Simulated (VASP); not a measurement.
Wanted: the native input for a VASP 6.6.1 run.

```yaml
Task: single point
Functional: PBEsol
Potentials_or_basis: VASP PAW PBE potentials, release 64 (Ba_sv, O)
Cutoff: 600 eV
k_mesh: 12 × 12 × 12
Occupations: gaussian, width 0.02 eV
Spin: no spin polarisation
Dipole_correction: no
Further_INCAR_settings: ALGO = Normal; EDIFF = 1e-06; NBANDS = 15
```

The structure of BaO lies in POSCAR:

```
BaO
1.0
    0.0000000000      2.7222203229      2.7222203229
    2.7222203229      0.0000000000      2.7222203229
    2.7222203229      2.7222203229      0.0000000000
Ba O
1 1
Direct
    0.0000000000      0.0000000000      0.0000000000
    0.5000000000      0.5000000000      0.5000000000
```

The input as run:

INCAR

```
PREC = Accurate
ENCUT = 600
EDIFF = 1E-6
ISMEAR = 0
SIGMA = 0.02
LREAL = False
LASPH = True
NELM = 120
ALGO = Normal
ISIF = 2
LWAVE = False
LCHARG = False
GGA = PS
NBANDS = 15
GGA_COMPAT = False
```

KPOINTS

```
regular mesh
0
Gamma
  12 12 12
```

Potentials or basis: VASP PAW PBE potentials, release 64 (Ba_sv, O).

Launch:

```console
$ cat potpaw_PBE.64/Ba_sv/POTCAR potpaw_PBE.64/O/POTCAR > POTCAR
$ mpirun -np 1 vasp_std > vasp.out
```

Results of the run:

```
Pressure               : 4.1 GPa
Band gap on the k mesh : 1.67 eV, direct
```

Caveat: the PAW data sets were made with another functional, which shifts forces and pressure a little; spin-orbit coupling is left out, which moves the levels of the heavy elements.

It took 26 s on 1 thread of AMD EPYC 9R45 96-Core Processor (Zen 5), on a shared host, peak memory 0.18 GiB.
